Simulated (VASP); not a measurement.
Here is a VASP 6.6.1 calculation.

Contents of INCAR:

```
SYSTEM = ZnS
PREC = Accurate ; ENCUT = 520
EDIFF = 1E-6 ; ISMEAR = -1
SIGMA = 0.02 ; LREAL = .False.
LASPH = .True. ; NELM = 60
ALGO = Normal ; ISIF = 2
LWAVE = .False. ; LCHARG = .False.
GGA = PE ; NBANDS = 26
```

The input KPOINTS:

```
regular mesh
0
Gamma
  12 12 6
  0 0 0
```

File POSCAR:

```
ZnS
1.0
    3.8109987816      0.0000000000      0.0000000000
   -1.9054993908      3.3004217586      0.0000000000
    0.0000000000      0.0000000000      6.2340000000
Zn S
2 2
Direct
    0.3333333333      0.6666666667      0.0000000000
    0.6666666667      0.3333333333      0.5000000000
    0.3333333333      0.6666666667      0.3850000000
    0.6666666667      0.3333333333      0.8850000000
```

Potentials or basis: VASP PAW PBE potentials, release 64 (Zn, S).

Launch:

```bash
$ cat potpaw_PBE.64/Zn/POTCAR potpaw_PBE.64/S/POTCAR > POTCAR
$ mpirun -np 1 vasp_std > vasp.out
```

(1) Estimate the band gap on the k mesh.

(2) What does it give for the pressure?

(3) Predict the largest force.

Results:

(1) 2.25 eV.

(2) 2.5 GPa.

(3) 0.323 eV/Å.
